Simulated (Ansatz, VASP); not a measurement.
## SiC in VASP and in Ansatz

POSCAR

```
SiC
1.0
    0.0000000000      1.7700410943      1.7700410943
    1.7700410943      0.0000000000      1.7700410943
    1.7700410943      1.7700410943      0.0000000000
C Si
1 1
Direct
    0.0000000000      0.0000000000      0.0000000000
    0.5000000000      0.5000000000      0.5000000000
```

INCAR.step1

```
SYSTEM = SiC
ALGO = Normal
EDIFF = 1E-4
ENCUT = 520
GGA = PE
ISMEAR = 0
LASPH = .TRUE.
LCHARG = .FALSE.
LREAL = .FALSE.
LWAVE = .TRUE.
NBANDS = 11
NELM = 80
PREC = Accurate
SIGMA = 0.05
```

INCAR.step2

```
SYSTEM = SiC
ALGO = Normal
EDIFF = 1E-7
ENCUT = 520
ISIF = 2
ISMEAR = 0
ISTART = 1
LASPH = .TRUE.
LCHARG = .TRUE.
LELF = .TRUE.
LMIXTAU = .TRUE.
LREAL = .FALSE.
LVHAR = .TRUE.
LWAVE = .FALSE.
METAGGA = R2SCAN
NBANDS = 11
NELM = 80
PREC = Accurate
SIGMA = 0.05
```

The input KPOINTS:

```
k-points
0
G
  20 20 20
  0 0 0
```

Input for Ansatz:

```yaml
crystal:
  lattice:
    - [0.0, 1.7700410943, 1.7700410943]
    - [1.7700410943, 0.0, 1.7700410943]
    - [1.7700410943, 1.7700410943, 0.0]
  atoms:
    - { symbol: C, position: [0.0, 0.0, 0.0] }
    - { symbol: Si, position: [0.5, 0.5, 0.5] }
basis:
  ecutwfc: 500
  ecutrho_ratio: 4
kpoints:
  mp_grid: { grid: [20, 20, 20] }
hamiltonian:
  xc: r2scan
scf:
  occupations: { method: gaussian, width: 0.05 }
output:
  forces: true
  stress: true
  eigenvalues: true
```

Alike in both runs: task single point; functional r2SCAN; k mesh 20 × 20 × 20; occupations gaussian, width 0.05 eV; no spin polarisation.

|  | VASP | Ansatz |
| --- | --- | --- |
| version | VASP 6.6.1 | Ansatz 0.2.0 |
| potentials or method | VASP PAW PBE potentials, release 64 (C, Si), cutoff 520 eV | scalar-relativistic, plane waves, PAW |
| valence electrons in the cell | 8 | 8 |

|  | VASP | Ansatz | Ansatz less VASP |
| --- | --- | --- | --- |
| gap on the k mesh at the Fermi level (eV) | 0.69 | 0.69 | -0.002 |
| least direct gap on the mesh (eV) | 7.10 | 7.09 | -0.012 |

VASP's potentials were made for PBE, not for r2SCAN. The functional is the same, so the differences come from potentials, cutoffs and numerics.
